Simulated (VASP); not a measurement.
## Nd2Hf2F: single point with PBE

Nd2Hf2F:

```
CELL_PARAMETERS angstrom
4.43163 0.00000 0.00000
0.00000 4.43163 0.00000
0.00000 0.00000 6.01138
ATOMIC_POSITIONS crystal
Nd 0.50000 0.50000 0.24000
Nd 0.50000 0.50000 0.76000
Hf 0.00000 0.50000 0.50000
Hf 0.50000 0.00000 0.50000
F 0.00000 0.00000 0.00000
```

The cell was generated, and may not be a known phase.

* Program: VASP 6.6.1
* Task: single point
* Functional: PBE
* Potentials or basis: VASP PAW PBE potentials, release 64 (Nd, Hf_pv, F)
* Cutoff: 520 eV
* k mesh: 4 × 4 × 4
* Occupations: gaussian, width 0.1 eV
* Spin: no spin polarisation
* Dipole correction: no
* Further INCAR settings: ALGO = Normal; EDIFF = 1e-06; NBANDS = 36

```
Pressure               : 6.0 GPa
Largest force          : 3.116 eV/Å
Band gap on the k mesh : zero (an odd number of electrons rules out a gap without spin polarisation)
```

Forces in eV/Å, atoms in the order of the input:
```
Nd   0.000  0.000 -3.116
Nd   0.000  0.000  3.116
Hf   0.000  0.000  0.000
Hf   0.000  0.000  0.000
F    0.000  0.000  0.000
```

Stress tensor (GPa, compression positive):
```
 2.78  0.00  0.00
 0.00  2.78  0.00
 0.00  0.00 12.53
```

Levels at points of the mesh, in eV from the Fermi level:
```csv
k point,band 23,band 24,band 25,band 26,band 27,band 28,band 29,band 30,band 31,band 32
"(0.00, 0.00, 0.00)",-0.48,-0.06,-0.01,-0.01,0.02,0.02,0.04,0.21,0.21,0.35
"(0.50, 0.00, 0.00)",-1.02,-0.64,-0.43,-0.18,-0.05,-0.01,0.00,0.11,0.14,0.15
"(0.50, 0.50, 0.00)",-0.59,-0.45,-0.37,-0.37,-0.07,0.01,0.01,0.11,0.22,0.26
"(0.00, 0.00, 0.50)",-0.50,-0.45,-0.45,0.04,0.04,0.09,0.17,0.17,0.21,0.24
"(0.50, 0.00, 0.50)",-0.55,-0.46,-0.36,-0.32,-0.29,0.00,0.04,0.07,0.13,0.20
"(0.50, 0.50, 0.50)",-0.46,-0.17,-0.08,-0.08,0.02,0.02,0.05,0.05,0.16,0.24
```

Wall time 2.9 min on 1 thread of Oxide Virtual Turin-like Processor, on a shared host, peak memory 0.26 GiB.

Caveat: the stress differs along the axes, from 3 to 13 GPa; spin-orbit coupling is left out, which moves the levels of the heavy elements; the run has no spin polarisation, though such a crystal can be magnetic; semilocal functionals describe open f shells poorly, which spoils levels, moments and volumes; forces of over 1 eV/Å act on the atoms, so gaps and moduli don't describe the material at rest. With open d or f shells a metallic result of PBE can be an artefact of self-interaction; +U or a hybrid may open a gap.
